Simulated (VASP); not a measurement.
Wanted: the native input for a VASP 6.6.1 run.

| Quantity | Value |
| --- | --- |
| Task | single point |
| Functional | PBEsol |
| Potentials or basis | VASP PAW PBE potentials, release 64 (Ru_pv) |
| Cutoff | 520 eV |
| k mesh | 21 × 21 × 12 |
| Occupations | gaussian, width 0.15 eV |
| Spin | no spin polarisation |
| Dipole correction | no |
| Further INCAR settings | ALGO = Fast; EDIFF = 1e-06; NBANDS = 21 |

The structure of Ru lies in POSCAR:

```
Ru
1.0
    2.7620201088      0.0000000000      0.0000000000
   -1.3810100544      2.3919795800      0.0000000000
    0.0000000000      0.0000000000      4.1615356979
Ru
2
Direct
    0.3333333333      0.6666666667      0.2500000000
    0.6666666667      0.3333333333      0.7500000000
```

This cell differs from its parent crystal: volume 13.747 Å^3 an atom, c/a of the conventional cell 1.5067.

The input as run:

INCAR

```
  PREC = Accurate
  ENCUT = 520
  EDIFF = 1E-6
  ISMEAR = 0
  SIGMA = 0.15
  LREAL = F
  LASPH = T
  NELM = 80
  ALGO = Fast
  ISIF = 2
  LWAVE = F
  LCHARG = T
  GGA = PS
  LELF = T
  LVHAR = T
  NBANDS = 21
```

KPOINTS

```
Automatic mesh
0
Gamma
  21 21 12
```

Potentials or basis: VASP PAW PBE potentials, release 64 (Ru_pv).

Command:

```console
$ cat potpaw_PBE.64/Ru_pv/POTCAR > POTCAR
$ mpirun -np 1 vasp_std > vasp.out
```

It gave:

The pressure is -8.8 GPa. The band gap on the k mesh is zero (band 14 reaches 13.81 eV, above the bottom of band 15 at 10.71 eV).

Caveat: the PAW data sets were made with another functional, which shifts forces and pressure a little.

Wall time 90 s on 1 thread of Intel(R) Xeon(R) Platinum 8375C CPU @ 2.90GHz (Ice Lake), with other jobs on the host, peak memory 0.27 GiB.
